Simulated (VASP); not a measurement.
# N (Pnnm) in VASP: single point with HSE06

Aim: the single point of N with HSE06.

All numbers are computed with VASP 6.6.1; they aren't measurements. Logs are shortened: lines on timing, memory, paths and dates and some standing lists are left out, and cuts for length are marked.

## (1) The cell of the first run

Symmetry: Pnnm, No. 58, orthorhombic system. The conventional cell has a = 3.845 Å, b = 3.961 Å, c = 5.133 Å, α = 90.00°, β = 90.00°, γ = 90.00°. Within 1.5 Å of N (site symmetry m) lie 1 N at 1.09 Å.

## (2) Single point, HSE06 (uniaxial x strain -2.9%)

The input, POSCAR:

```
N
1.0
    3.8453150270      0.0000000000      0.0000000000
    0.0000000000      3.9609755119      0.0000000000
    0.0000000000      0.0000000000      5.1331776349
N
4
Direct
    0.9033843557      0.8987556745      0.0000000000
    0.5966156443      0.3987556745      0.5000000000
    0.0966156443      0.1012443255      0.0000000000
    0.4033843557      0.6012443255      0.5000000000
```

The input, INCAR.step1:

```
PREC = Accurate
ENCUT = 520
EDIFF = 1E-5
ISMEAR = 0
SIGMA = 0.01
LREAL = F
LASPH = T
NELM = 80
ALGO = Normal
ISIF = 2
LWAVE = T
LCHARG = F
GGA = PE
NBANDS = 18
```

The input, INCAR.step2:

```
PREC = Accurate
ENCUT = 520
EDIFF = 1E-6
ISMEAR = 0
SIGMA = 0.01
LREAL = F
LASPH = T
NELM = 80
ALGO = Normal
ISIF = 2
LWAVE = F
LCHARG = F
GGA = PE
LHFCALC = T
HFSCREEN = 0.2079
PRECFOCK = Normal
ISTART = 1
NBANDS = 18
```

The input, KPOINTS:

```
Automatic mesh
0
Gamma
  4 4 4
```

Potentials or basis: VASP PAW PBE potentials, release 64 (N).

Launch:

```
cat potpaw_PBE.64/N/POTCAR > POTCAR
cp INCAR.step1 INCAR
mpirun -np 1 vasp_std > vasp.out
cp INCAR.step2 INCAR
mpirun -np 1 vasp_std > vasp.out
```

OUTCAR:

```text
PREC = Accurate
   ENCUT = 520
   EDIFF = 1E-6
   ISMEAR = 0
   LREAL = F
   LASPH = T
   NELM = 80
   ISIF = 2
   GGA = PE
   LHFCALC = T
   HFSCREEN = 0.2079
   PRECFOCK = Normal
   ISTART = 1

 ion  position               nearest neighbor table
   1  0.903  0.899  0.000-   3 1.09
   2  0.597  0.399  0.500-   4 1.09
   3  0.097  0.101  0.000-   1 1.09
   4  0.403  0.601  0.500-   2 1.09

  LATTYP: Found a simple orthorhombic cell.
 ALAT       =     3.8453150270
 B/A-ratio  =     1.0300782859
 C/A-ratio  =     1.3349173212

  Lattice vectors:

 A1 = (   3.8453150270,   0.0000000000,   0.0000000000)
 A2 = (   0.0000000000,   3.9609755119,   0.0000000000)
 A3 = (   0.0000000000,   0.0000000000,   5.1331776349)

Analysis of symmetry for initial positions (statically):
=====================================================================
 Subroutine PRICEL returns:
 Original cell was already a primitive cell.

 Routine SETGRP: Setting up the symmetry group for a
 simple orthorhombic supercell.

 Subroutine GETGRP returns: Found  8 space group operations
 (whereof  4 operations were pure point group operations)
 out of a pool of  8 trial point group operations.

The static configuration has the point symmetry C_2h.
 The point group associated with its full space group is D_2h.

Analysis of symmetry for dynamics (positions and initial velocities):
=====================================================================
 Subroutine PRICEL returns:
 Original cell was already a primitive cell.

 Routine SETGRP: Setting up the symmetry group for a
 simple orthorhombic supercell.

 Subroutine GETGRP returns: Found  8 space group operations
 (whereof  4 operations were pure point group operations)
 out of a pool of  8 trial point group operations.

The dynamic configuration has the point symmetry C_2h.
 The point group associated with its full space group is D_2h.

 Subroutine INISYM returns: Found  8 space group operations
 (whereof  4 operations are pure point group operations),
 and found     1 'primitive' translations

----------------------------------------------------------------------------------------

                                     Primitive cell

  volume of cell :      78.1844

  direct lattice vectors                    reciprocal lattice vectors
     3.845315027  0.000000000  0.000000000     0.260056717  0.000000000  0.000000000
     0.000000000  3.960975512  0.000000000     0.000000000  0.252463060  0.000000000
     0.000000000  0.000000000  5.133177635     0.000000000  0.000000000  0.194811104

  length of vectors
     3.845315027  3.960975512  5.133177635     0.260056717  0.252463060  0.194811104

  position of ions in fractional coordinates (direct lattice)
     0.903384356  0.898755675  0.000000000
     0.596615644  0.398755675  0.500000000
     0.096615644  0.101244325  0.000000000
     0.403384356  0.601244325  0.500000000

  ion indices of the primitive-cell ions
   primitive index   ion index
                 1           1
                 2           2
                 3           3
                 4           4

----------------------------------------------------------------------------------------

 KPOINTS: Automatic mesh

Automatic generation of k-mesh.
 Grid dimensions read from file:
 generate k-points for:    4    4    4

 Generating k-lattice:

  Cartesian coordinates                     Fractional coordinates (reciprocal lattice)
     0.065014179  0.000000000  0.000000000     0.250000000  0.000000000  0.000000000
     0.000000000  0.063115765  0.000000000     0.000000000  0.250000000  0.000000000
     0.000000000  0.000000000  0.048702776     0.000000000  0.000000000  0.250000000

  Length of vectors
     0.065014179  0.063115765  0.048702776

  Shift w.r.t. Gamma in fractional coordinates (k-lattice)
     0.000000000  0.000000000  0.000000000

 Subroutine IBZKPT returns following result:
 ===========================================

 Found     27 irreducible k-points:

 Following reciprocal coordinates:
            Coordinates               Weight
  0.000000  0.000000  0.000000      1.000000
  0.250000  0.000000  0.000000      2.000000
  0.500000  0.000000  0.000000      1.000000
  0.000000  0.250000  0.000000      2.000000
  0.250000  0.250000  0.000000      4.000000
  0.500000  0.250000  0.000000      2.000000
[... 16 lines left out ...]
  0.250000  0.250000  0.500000      4.000000
  0.500000  0.250000  0.500000      2.000000
 [... further k-points ...]
   k-points           NKPTS =     27   k-points in BZ     NKDIM =     64   number of bands    NBANDS=     18
   number of dos      NEDOS =    301   number of ions     NIONS =      4
   total plane-waves  NPLWV =  36000
   dimension x,y,z NGX =    30 NGY =   30 NGZ =   40
   dimension x,y,z NGXF=    60 NGYF=   60 NGZF=   80
   ions per type =               4
   NGX,Y,Z   is equivalent  to a cutoff of  12.97, 12.59, 12.95 a.u.
   NGXF,Y,Z  is equivalent  to a cutoff of  25.94, 25.18, 25.91 a.u.
 SYSTEM =  unknown system
   PREC   = accura    normal or accurate (medium, high low for compatibility)
   ISTART =      1    job   : 0-new  1-cont  2-samecut
   ICHARG =      0    charge: 1-file 2-atom 10-const
   ISPIN  =      1    spin polarized calculation?
   LNONCOLLINEAR =      F non collinear calculations
   LSORBIT =      F    spin-orbit coupling
   LASPH  =      T    aspherical Exc in radial PAW
   ENCUT  =  520.0 eV  38.22 Ry    6.18 a.u.   7.15  7.36  9.54*2*pi/ulx,y,z
   NELM   =     80;   NELMIN=  2; NELMDL=  0     # of ELM steps
   EDIFF  = 0.1E-05   stopping-criterion for ELM
   LREAL  =      F    real-space projection
   EDIFFG = 0.1E-04   stopping-criterion for IOM
   NSW    =      0    number of steps for IOM
   IBRION =     -1    ionic relax: 0-MD 1-quasi-New 2-CG
   NFREE  =      0    steps in history (QN), initial steepest desc. (CG)
   ISIF   =      2    stress and relaxation
   ISYM   =      3    0-nonsym 1-usesym 2-fastsym
   POTIM  = 0.5000    time-step for ionic-motion
   TEBEG  =    0.0;   TEEND  =   0.0 temperature during run
   PSTRESS=    0.0 pullay stress
   NELECT =      20.0000    total number of electrons
   NUPDOWN=      -1.0000    fix difference up-down
   EMIN   =  10.00;   EMAX   =-10.00  energy-range for DOS
   EFERMI =   0.00;   METHOD = LEGACY
   ISMEAR =     0;   SIGMA  =   0.01  broadening in eV -4-tet -1-fermi 0-gaus
   EFERMI_NEDOS =   21; number of points for ismear=-14 and -15
   IALGO  =     38    algorithm
   IMIX   =      1    mixing-type and parameters
     AMIX     =   0.40;   BMIX     =  1.00
     AMIX_MAG =   1.60;   BMIX_MAG =  1.00
  volume/ion in A,a.u.               =      19.55       131.90
  Fermi-wavevector in a.u.,A,eV,Ry     =   1.039229  1.963859 14.694258  1.079997
  Thomas-Fermi vector in A             =   2.173750
   LORBIT       =      0    0 simple, 1 ext, 2 COOP (PROOUT), +10 PAW based schemes
   GGA     = PE    functional components
   LHFCALC =     T    Hartree Fock is set to
   PRECFOCK=normal    Normal, Fast or Accurate (Low or Medium for compatibility)
   ENCUT4O =  -1.0   cutoff for four orbital integrals eV
   NKREDX  =     1    reduce k-point grid by
   NKREDY  =     1    reduce k-point grid by
   NKREDZ  =     1    reduce k-point grid by
   AEXX    =    0.2500 exact exchange contribution
   HFSCREEN=    0.2079 screening length (either q_TF or 0.3 A-1)
   HFSCREENC=   0.2079 screening length for correlation (either q_TF or 0.3 A-1)
   ENCUTFOCK=  -1.0 apply spherical cutoff to Coloumb kernel
   IVDW    =     0    specifies the selected vdW correction
   LEPSILON=     F    determine dielectric tensor
   LRPA    =     F    only Hartree local field effects (RPA)
 non-spin polarized calculation
 Gauss-broadening in eV      SIGMA  =   0.01
  energy-cutoff  :      520.00
  volume of cell :       78.18
 maximum number of plane-waves:      2121
 NGX is ok and might be reduce to    30
  NGX = 24; NGY = 24; NGZ = 30

 number of electron      19.9999997 magnetization

 Free energy of the ion-electron system (eV)
  ---------------------------------------------------
  ext. energy  EPLUGINS =         0.00000000
  ---------------------------------------------------
  free energy    TOTEN  =       -40.84557421 eV

  energy without entropy =      -40.84557421  energy(sigma->0) =      -40.84557421

 E-fermi :  -7.3079     XC(G=0):  -5.8465

 val. band max:       -7.3503315801   @ k =   0.5000   0.5000   0.5000
 cond. band min:       1.6329036826   @ k =   0.0000   0.0000   0.0000
 fundamental gap:      8.9832352627
 Fermi energy:        -7.3078924539

 k-point     1 :       0.0000    0.0000    0.0000
  band No.  band energies     occupation
      1     -27.3630      2.00000
      2     -27.2591      2.00000
      3     -10.9503      2.00000
      4     -10.8803      2.00000
      5      -9.3679      2.00000
      6      -8.6958      2.00000
[... 10 lines left out ...]
     17       9.3760      0.00000
     18      13.3818      0.00000

 k-point     2 :       0.2500    0.0000    0.0000
  band No.  band energies     occupation
      1     -27.3359      2.00000
      2     -27.2623      2.00000
      3     -11.1154      2.00000
      4     -11.0770      2.00000
      5      -9.2043      2.00000
      6      -8.9788      2.00000
[... 10 lines left out ...]
     17       9.7148      0.00000
     18      11.9008      0.00000

 k-point     3 :       0.5000    0.0000    0.0000
  band No.  band energies     occupation
      1     -27.2871      2.00000
      2     -27.2871      2.00000
      3     -11.2749      2.00000
      4     -11.2749      2.00000
      5      -8.9047      2.00000
      6      -8.9047      2.00000
[... 10 lines left out ...]
     17      10.8298      0.00000
     18      10.8298      0.00000

 k-point     4 :       0.0000    0.2500    0.0000
  band No.  band energies     occupation
      1     -27.3388      2.00000
      2     -27.2654      2.00000
      3     -11.1320      2.00000
      4     -11.0877      2.00000
      5      -9.2106      2.00000
      6      -8.9129      2.00000
[... 10 lines left out ...]
     17       9.8006      0.00000
     18      11.5404      0.00000

 k-point     5 :       0.2500    0.2500    0.0000
  band No.  band energies     occupation
      1     -27.3163      2.00000
      2     -27.2641      2.00000
      3     -11.2725      2.00000
      4     -11.2192      2.00000
      5      -9.0796      2.00000
      6      -9.0555      2.00000
[... 10 lines left out ...]
     17      10.1672      0.00000
     18      10.5331      0.00000

 k-point     6 :       0.5000    0.2500    0.0000
  band No.  band energies     occupation
      1     -27.2783      2.00000
      2     -27.2783      2.00000
      3     -11.3889      2.00000
      4     -11.3889      2.00000
      5      -9.0083      2.00000
      6      -9.0083      2.00000
[... 307 lines left out ...]
 k-point    21 :       0.5000    0.0000    0.5000
  band No.  band energies     occupation
      1     -27.2865      2.00000
      2     -27.2865      2.00000
      3     -11.3076      2.00000
      4     -11.3076      2.00000
      5      -9.0455      2.00000
      6      -9.0455      2.00000
[... 10 lines left out ...]
     17      10.1973      0.00000
     18      10.1973      0.00000

 k-point    22 :       0.0000    0.2500    0.5000
  band No.  band energies     occupation
      1     -27.3017      2.00000
      2     -27.3017      2.00000
      3     -11.1292      2.00000
      4     -11.1292      2.00000
      5      -9.0997      2.00000
      6      -9.0997      2.00000
[... 10 lines left out ...]
     17      10.8879      0.00000
     18      10.8879      0.00000

 k-point    23 :       0.2500    0.2500    0.5000
  band No.  band energies     occupation
      1     -27.2898      2.00000
      2     -27.2896      2.00000
      3     -11.2966      2.00000
      4     -11.1932      2.00000
      5      -9.3415      2.00000
      6      -8.8602      2.00000
[... 10 lines left out ...]
     17      10.4310      0.00000
     18      10.6800      0.00000

 k-point    24 :       0.5000    0.2500    0.5000
  band No.  band energies     occupation
      1     -27.2779      2.00000
      2     -27.2779      2.00000
      3     -11.3784      2.00000
      4     -11.3784      2.00000
      5      -9.1535      2.00000
      6      -9.1535      2.00000
[... 10 lines left out ...]
     17      10.3740      0.00000
     18      10.3740      0.00000

 [... further k-points ...]

------------------------ aborting loop because EDIFF is reached ----------------------------------------

  FORCE on cell =-STRESS in cart. coord.  units (eV):
  Direction    XX          YY          ZZ          XY          YZ          ZX
  --------------------------------------------------------------------------------------
  -------------------------------------------------------------------------------------
  Total        1.8752935      2.0771681      0.3939499     -0.0000000      0.0000000      0.0000000
  in kB       38.4290335     42.5659030      8.0729296     -0.0000000      0.0000000      0.0000000
  external PRESSURE =      29.6892887 kB  Pullay stress =       0.0000000 kB

 VOLUME and BASIS-vectors are now :
 -----------------------------------------------------------------------------
  energy-cutoff  :      520.00
  volume of cell :       78.18
      direct lattice vectors                 reciprocal lattice vectors
     3.845315027  0.000000000  0.000000000     0.260056717  0.000000000  0.000000000
     0.000000000  3.960975512  0.000000000     0.000000000  0.252463060  0.000000000
     0.000000000  0.000000000  5.133177635     0.000000000  0.000000000  0.194811104

 POSITION                                       TOTAL-FORCE (eV/Angst)
 -----------------------------------------------------------------------------------
      3.47380      3.55995      0.00000        -0.996261     -1.075719      0.000000
      2.29418      1.57946      2.56659         0.996261     -1.075719     -0.000000
      0.37152      0.40103      0.00000         0.996261      1.075719      0.000000
      1.55114      2.38151      2.56659        -0.996261      1.075719      0.000000
 -----------------------------------------------------------------------------------
    total drift:                                0.000000     -0.000000     -0.000000

  FREE ENERGIE OF THE ION-ELECTRON SYSTEM (eV)
  ---------------------------------------------------
  free  energy   TOTEN  =       -40.8455742105 eV

  energy  without entropy=      -40.8455742105  energy(sigma->0) =      -40.84557421
```

It took 16 min on 1 thread of Intel Xeon Platinum 8488C (Sapphire Rapids), shared host; peak memory 0.3 GiB.

Results:

| Quantity | Value |
| --- | --- |
| Free energy | -40.8456 eV |
| Pressure | 3.0 GPa |
| Largest force | 1.466 eV/Å |
| Band gap on the k mesh | 8.98 eV, indirect (least direct gap 9.30 eV) |

Forces on the atoms (eV/Å):
```
N   -0.996 -1.076  0.000
N    0.996 -1.076  0.000
N    0.996  1.076  0.000
N   -0.996  1.076  0.000
```

Caveat: the cell differs from its parent crystal (uniaxial x strain -2.9%); the standard files for N, O and F lose accuracy on very short bonds; the PAW data sets were made with another functional, which shifts forces and pressure a little.
